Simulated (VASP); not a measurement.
**Ge: relaxation of cell and atoms with PBE**

Crystal: Ge.

```
Ge
1.0
     4.87896    0.00000    0.00000
     0.00000    4.87896    0.00000
     0.00000    0.00000    3.96584
Ge
4
Direct
  0.34199 0.00000 0.75000
  0.65801 0.00000 0.25000
  0.00000 0.34199 0.00000
  0.00000 0.65801 0.50000
```

The cell was generated, and may not be a known phase.

| Property | Result |
| --- | --- |
| Program | VASP 6.6.1 |
| Task | relaxation of cell and atoms |
| Functional | PBE |
| Potentials or basis | VASP PAW PBE potentials, release 64 (Ge_d) |
| Cutoff | 600 eV |
| k mesh | 10 × 10 × 12 |
| Occupations | gaussian, width 0.1 eV |
| Spin | no spin polarisation |
| Dipole correction | no |
| Further INCAR settings | ALGO = Fast; EDIFF = 1e-06; IBRION = 2; EDIFFG = -0.01; NSW = 100; ISIF = 3 |

```
Relaxed volume                        : 23.66 Å³/atom
Relaxed cell                          : a = 4.892 Å, b = 4.892 Å, c = 3.955 Å, α = 90.00°, β = 90.00°, γ = 90.00°
Space group after relaxing (to 0.1 Å) : P4_122 (No. 91)
Energy gained by relaxing             : 0.2 meV/atom
Ionic steps                           : 6
Pressure after relaxing               : 0.0 GPa
Band gap on the k mesh                : zero (bands 28 and 29 overlap by 0.75 eV)
```

Step by step:
```
step  energy change (eV)  largest force (eV/Å)  pressure (GPa)  volume (Å³)
   1              0.0000                0.0450            0.05        94.40
   2             -0.0008                0.0125            0.02        94.50
   3             -0.0008                0.0132            0.04        94.50
   4             -0.0008                0.0027            0.07        94.58
   5             -0.0007                0.0181           -0.17        94.82
   6             -0.0008                0.0006           -0.04        94.65
```

Final structure:
```xyz
4
Lattice="4.8924 0.0000 0.0000 0.0000 4.8924 0.0000 0.0000 0.0000 3.9546" Properties=species:S:1:pos:R:3 pbc="T T T"
Ge    1.6743    0.0000    2.9659
Ge    3.2181    0.0000    0.9886
Ge    0.0000    1.6743    3.9546
Ge    0.0000    3.2181    1.9773
```

Levels at points of the mesh, in eV from the Fermi level:
```
           k point  band 24  band 25  band 26  band 27  band 28  band 29  band 30  band 31  band 32  band 33
(0.00, 0.00, 0.00)    -6.45    -2.95    -1.53    -1.53    -0.14     0.95     0.95     3.18     3.18     3.79
(0.50, 0.00, 0.00)    -5.60    -2.71    -2.14    -1.23    -0.98     0.41     1.35     2.33     4.26     4.98
(0.50, 0.50, 0.00)    -4.66    -1.27    -1.09    -0.93    -0.32    -0.32     1.34     2.95     2.95     3.79
(0.00, 0.00, 0.50)    -6.34    -2.95    -2.95    -2.55    -2.55     0.52     0.52     2.73     2.73     4.64
(0.50, 0.00, 0.50)    -7.75    -2.78    -2.78    -1.77    -1.77     0.20     0.20     2.06     2.06     5.82
(0.50, 0.50, 0.50)    -7.99    -4.99    -4.99    -2.11    -2.11     3.76     3.76     4.19     4.19     5.52
```

Run time: 46 min on 1 thread of Oxide Virtual Turin-like Processor, on a shared host, peak memory 0.48 GiB.

Caveat: semilocal functionals underestimate gaps, and a narrow one can read as zero.
